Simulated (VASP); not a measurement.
A run of VASP 6.6.1 is set up as follows.

INCAR

```
SYSTEM = ZnS
ALGO     = Normal         ! electronic algorithm
EDIFF    = 1E-6           ! SCF threshold, eV
EDIFFG   = -0.002         ! ionic threshold
ENCUT    = 600            ! plane-wave cutoff, eV
IBRION   = 2              ! ionic algorithm
ISIF     = 3              ! what is computed and relaxed
ISMEAR   = 0              ! smearing method
LASPH    = .TRUE.         ! aspherical terms in the spheres
LCHARG   = .FALSE.        ! write CHGCAR
LREAL    = .FALSE.        ! projectors in reciprocal space
LWAVE    = .FALSE.        ! write WAVECAR
NELM     = 100            ! most SCF steps
NSW      = 100            ! ionic steps
PREC     = Accurate       ! precision mode
PSTRESS  = 70.0         
SIGMA    = 0.01           ! smearing width, eV
```

The input KPOINTS:

```
k-points
0
G
  6 6 4
  0 0 0
```

File POSCAR:

```
ZnS
1.0
    3.7382324346      0.0000000000      0.0000000000
   -1.8691162173      3.2374042537      0.0000000000
    0.0000000000      0.0000000000      6.1429976498
Zn S
2 2
Direct
    0.3333333333      0.6666666667      0.0055913297
    0.6666666667      0.3333333333      0.5055913297
    0.3333333333      0.6666666667      0.3794086703
    0.6666666667      0.3333333333      0.8794086703
```

Potentials or basis: VASP PAW LDA potentials, release 64 (Zn, S).

Command:

```bash
$ cat potpaw_LDA.64/Zn/POTCAR potpaw_LDA.64/S/POTCAR > POTCAR
$ mpirun -np 1 vasp_std > vasp.out
```

Problem. Predict the space group after relaxing (to 0.05 Å).

Solution. P6_3mc (No. 186).

Problem. Estimate the relaxed cell.

Solution. a = 3.653 Å, b = 3.653 Å, c = 6.019 Å, α = 90.00°, β = 90.00°, γ = 120.00°.

Problem. What does it give for the relaxed volume?

Solution. 17.39 Å³/atom.

Final structure:
```
Zn S
1.0
     3.65333    0.00000    0.00000
    -1.82666    3.16387    0.00000
     0.00000    0.00000    6.01934
Zn S
2 2
Direct
  0.33333 0.66667 0.00608
  0.66667 0.33333 0.50608
  0.33333 0.66667 0.37892
  0.66667 0.33333 0.87892
```

Caveat: the cell is relaxed towards a set pressure, so the enthalpy falls and the energy may rise. Zero-point motion and thermal expansion aren't in these numbers.
